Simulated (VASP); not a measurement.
# Ru (Fm-3m) in VASP: further runs

Runs on Ru. Level: revPBE. Tasks: relaxation of cell and atoms, single point.

All numbers are computed with VASP 6.6.1; they aren't measurements. Logs are shortened: lines on timing, memory, paths and dates and some standing lists are left out, and cuts for length are marked.

### Step 1. The cell of the first run

The structure is cubic, space group Fm-3m (No. 225). Conventional cell: a = 3.785 Å, b = 3.785 Å, c = 3.785 Å, α = 90.00°, β = 90.00°, γ = 90.00°. Within 3.5 Å of Ru (site symmetry m-3m) lie 12 Ru at 2.68 Å.

### Step 2. Relaxation of cell and atoms, revPBE

Input file INCAR:

```
SYSTEM = Ru
  PREC = Accurate
  ENCUT = 600
  EDIFF = 1E-6
  ISMEAR = -1
  SIGMA = 0.1
  LREAL = .FALSE.
  LASPH = .TRUE.
  NELM = 80
  ALGO = Normal
  ISIF = 3
  LWAVE = .FALSE.
  LCHARG = .FALSE.
  GGA = RE
  IBRION = 2
  NSW = 80
  EDIFFG = -0.01
```

Input file KPOINTS:

```
Automatic mesh
0
G
  14 14 14
  0 0 0
```

Input file POSCAR:

```
Ru
1.0
    0.0000000000      1.8924348942      1.8924348942
    1.8924348942      0.0000000000      1.8924348942
    1.8924348942      1.8924348942      0.0000000000
Ru
1
Direct
    0.0000000000      0.0000000000      0.0000000000
```

Potentials or basis: VASP PAW PBE potentials, release 64 (Ru_pv).

Command:

```sh
$ cat potpaw_PBE.64/Ru_pv/POTCAR > POTCAR
$ mpirun -np 1 vasp_std > vasp.out
```

OUTCAR:

```text
SYSTEM = Ru
   PREC = Accurate
   ENCUT = 600
   EDIFF = 1E-6
   ISMEAR = -1
   LREAL = .FALSE.
   LASPH = .TRUE.
   NELM = 80
   ISIF = 3
   GGA = RE
   IBRION = 2
   NSW = 80
   EDIFFG = -0.01

 ion  position               nearest neighbor table
   1  0.000  0.000  0.000-

  LATTYP: Found a face centered cubic cell.
 ALAT       =     3.7848697884

  Lattice vectors:

 A1 = (   0.0000000000,   1.8924348942,   1.8924348942)
 A2 = (   1.8924348942,   0.0000000000,   1.8924348942)
 A3 = (   1.8924348942,   1.8924348942,   0.0000000000)

Analysis of symmetry for initial positions (statically):
=====================================================================
 Subroutine PRICEL returns:
 Original cell was already a primitive cell.

 Routine SETGRP: Setting up the symmetry group for a
 face centered cubic supercell.

 Subroutine GETGRP returns: Found 48 space group operations
 (whereof 48 operations were pure point group operations)
 out of a pool of 48 trial point group operations.

The static configuration has the point symmetry O_h .

Analysis of symmetry for dynamics (positions and initial velocities):
=====================================================================
 Subroutine PRICEL returns:
 Original cell was already a primitive cell.

 Routine SETGRP: Setting up the symmetry group for a
 face centered cubic supercell.

 Subroutine GETGRP returns: Found 48 space group operations
 (whereof 48 operations were pure point group operations)
 out of a pool of 48 trial point group operations.

The dynamic configuration has the point symmetry O_h .

 Subroutine INISYM returns: Found 48 space group operations
 (whereof 48 operations are pure point group operations),
 and found     1 'primitive' translations

----------------------------------------------------------------------------------------

                                     Primitive cell

  volume of cell :      13.5548

  direct lattice vectors                    reciprocal lattice vectors
     0.000000000  1.892434894  1.892434894    -0.264209882  0.264209882  0.264209882
     1.892434894  0.000000000  1.892434894     0.264209882 -0.264209882  0.264209882
     1.892434894  1.892434894  0.000000000     0.264209882  0.264209882 -0.264209882

  length of vectors
     2.676307093  2.676307093  2.676307093     0.457624939  0.457624939  0.457624939

  position of ions in fractional coordinates (direct lattice)
[... 96 lines left out ...]
     AMIX     =   0.40;   BMIX     =  1.00
     AMIX_MAG =   1.60;   BMIX_MAG =  1.00
  volume/ion in A,a.u.               =      13.55        91.47
  Fermi-wavevector in a.u.,A,eV,Ry     =   1.654829  3.127174 37.259015  2.738460
  Thomas-Fermi vector in A             =   2.743030
   LORBIT       =      0    0 simple, 1 ext, 2 COOP (PROOUT), +10 PAW based schemes
   GGA     = RE    functional components
   LHFCALC =     F    Hartree Fock is set to
   AEXX    =    0.0000 exact exchange contribution
   IVDW    =     0    specifies the selected vdW correction
   LEPSILON=     F    determine dielectric tensor
   LRPA    =     F    only Hartree local field effects (RPA)
 conjugate gradient relaxation of ions
 non-spin polarized calculation
  energy-cutoff  :      600.00
  volume of cell :       13.55
 maximum number of plane-waves:       465
 NGX is ok and might be reduce to    24
   NGX = 11   NGY = 11   NGZ = 11

--------------------------------------- Ionic step        1  -------------------------------------------

 number of electron      14.0000002 magnetization

 Free energy of the ion-electron system (eV)
  ---------------------------------------------------
  ext. energy  EPLUGINS =         0.00000000
  ---------------------------------------------------
  free energy    TOTEN  =        -8.61521625 eV

  energy without entropy =       -8.57415322  energy(sigma->0) =       -8.59468473

------------------------ aborting loop because EDIFF is reached ----------------------------------------

  FORCE on cell =-STRESS in cart. coord.  units (eV):
  Direction    XX          YY          ZZ          XY          YZ          ZX
  --------------------------------------------------------------------------------------
  -------------------------------------------------------------------------------------
  Total        0.8487637      0.8487637      0.8487637      0.0000000      0.0000000     -0.0000000
  in kB      100.3239255    100.3239255    100.3239255      0.0000000      0.0000000     -0.0000000
  external PRESSURE =     100.3239255 kB  Pullay stress =       0.0000000 kB
[... 92 lines left out ...]
--------------------------------------- Ionic step        4  -------------------------------------------

 number of electron      13.9999999 magnetization

 Free energy of the ion-electron system (eV)
  ---------------------------------------------------
  ext. energy  EPLUGINS =         0.00000000
  ---------------------------------------------------
  free energy    TOTEN  =        -8.62836784 eV

  energy without entropy =       -8.58566772  energy(sigma->0) =       -8.60701778

 E-fermi :  12.2483     XC(G=0): -13.8772

 val. band max:       12.2216410510   @ k =   0.2857   0.0714   0.0000
 cond. band min:      12.2493409574   @ k =   0.3571   0.2143   0.0714
 fundamental gap:      0.0276999064
 Fermi energy:        12.2482851634

 k-point     1 :       0.0000    0.0000    0.0000
  band No.  band energies     occupation
      1     -30.1545      2.00000
      2     -30.1545      2.00000
      3     -30.1545      2.00000
      4       4.5634      2.00000
      5       9.8100      2.00000
      6       9.8100      2.00000
      7       9.8100      2.00000
      8      12.1424      1.48486
      9      12.1424      1.48486
     10      22.9200      0.00000
     11      27.3434      0.00000
[... 309 lines left out ...]
 k-point    24 :       0.2857    0.1429    0.0000
  band No.  band energies     occupation
      1     -30.6406      2.00000
      2     -30.2873      2.00000
      3     -30.2771      2.00000
      4       6.8655      2.00000
      5       8.6388      2.00000
      6      10.1436      2.00000
      7      10.8019      2.00000
      8      12.1378      1.50226
      9      12.9555      0.00170
     10      22.9199      0.00000
     11      28.2821      0.00000

 [... further k-points ...]

------------------------ aborting loop because EDIFF is reached ----------------------------------------

  FORCE on cell =-STRESS in cart. coord.  units (eV):
  Direction    XX          YY          ZZ          XY          YZ          ZX
  --------------------------------------------------------------------------------------
  -------------------------------------------------------------------------------------
  Total       -0.0049835     -0.0049835     -0.0049835      0.0000000     -0.0000000      0.0000000
  in kB       -0.5706383     -0.5706383     -0.5706383      0.0000000     -0.0000000      0.0000000
  external PRESSURE =      -0.5706383 kB  Pullay stress =       0.0000000 kB
[... 16 lines left out ...]
  FREE ENERGIE OF THE ION-ELECTRON SYSTEM (eV)
  ---------------------------------------------------
  free  energy   TOTEN  =        -8.6283678354 eV

  energy  without entropy=       -8.5856677234  energy(sigma->0) =       -8.60701778

 reached required accuracy - stopping structural energy minimisation
```

Run time: 16 s. Hardware: 1 thread of Intel Xeon 6975P-C (Granite Rapids), shared host; peak memory 0.16 GiB.

What came out:

```yaml
Free_energy: -8.6284 eV
Relaxed_volume: 13.99 Å³/atom
Relaxed_cell: a = 2.705 Å, b = 2.705 Å, c = 2.705 Å, α = 60.00°, β = 60.00°, γ = 60.00°
Space_group_after_relaxing_to_0.05_Å: Fm-3m (No. 225)
Energy_gained_by_relaxing: 13.2 meV/atom
Ionic_steps: 4
Pressure_after_relaxing: -0.1 GPa
Band_gap_on_the_k_mesh: zero (band 7 reaches 14.42 eV, above the bottom of band 8 at 11.15 eV)
```

The path:
```csv
step,energy change (eV),largest force (eV/Å),pressure (GPa),volume (Å³)
1,0.0000,0.0000,10.03,13.55
2,0.0796,0.0000,-20.88,15.29
3,-0.0131,0.0000,-0.27,14.00
4,-0.0132,0.0000,-0.06,13.99
```

Final structure:
```
CELL_PARAMETERS angstrom
0.00000 1.91258 1.91258
1.91258 0.00000 1.91258
1.91258 1.91258 0.00000
ATOMIC_POSITIONS crystal
Ru 0.00000 0.00000 0.00000
```

Caveat: the PAW data sets were made with another functional, which shifts forces and pressure a little.

### Step 3. Single point, revPBE

This run uses another cell than the first one, of 14.00 Å³/atom, 1.033 times its volume.

Input file INCAR:

```
PREC     = Accurate       # precision mode
ENCUT    = 520            # plane-wave cutoff, eV
EDIFF    = 1E-6           # SCF threshold, eV
ISMEAR   = -1             # smearing method
SIGMA    = 0.1            # smearing width, eV
LREAL    = F              # projectors in reciprocal space
LASPH    = T              # aspherical terms in the spheres
NELM     = 60             # most SCF steps
ALGO     = Normal         # electronic algorithm
ISIF     = 2              # what is computed and relaxed
LWAVE    = F              # write WAVECAR
LCHARG   = F              # write CHGCAR
GGA      = RE             # functional
NBANDS   = 13             # bands
```

Input file KPOINTS:

```
Automatic mesh
0
Gamma
  23 23 23
```

Input file POSCAR:

```
Ru
1.0
    0.0000000000      1.9127432108      1.9127432108
    1.9127432108      0.0000000000      1.9127432108
    1.9127432108      1.9127432108      0.0000000000
Ru
1
Direct
    0.0000000000      0.0000000000      0.0000000000
```

Potentials or basis: VASP PAW PBE potentials, release 64 (Ru_pv).

Command:

```sh
$ cat potpaw_PBE.64/Ru_pv/POTCAR > POTCAR
$ mpirun -np 1 vasp_std > vasp.out
```

Run time: 16 s. Hardware: 1 thread of Intel Xeon 6975P-C (Granite Rapids), shared host; peak memory 0.17 GiB.

The run converged. Its results:

| Property | Result |
| --- | --- |
| Free energy | -8.6317 eV |
| Pressure | -0.2 GPa |
| Band gap on the k mesh | zero (band 7 reaches 14.37 eV, above the bottom of band 8 at 11.08 eV) |

Levels at points of the mesh, in eV from the Fermi level:
| k point | band 5 | band 6 | band 7 | band 8 | band 9 | band 10 |
| --- | --- | --- | --- | --- | --- | --- |
| (0.00, 0.00, 0.00) | -2.47 | -2.47 | -2.47 | -0.14 | -0.14 | 10.64 |

Caveat: the PAW data sets were made with another functional, which shifts forces and pressure a little.
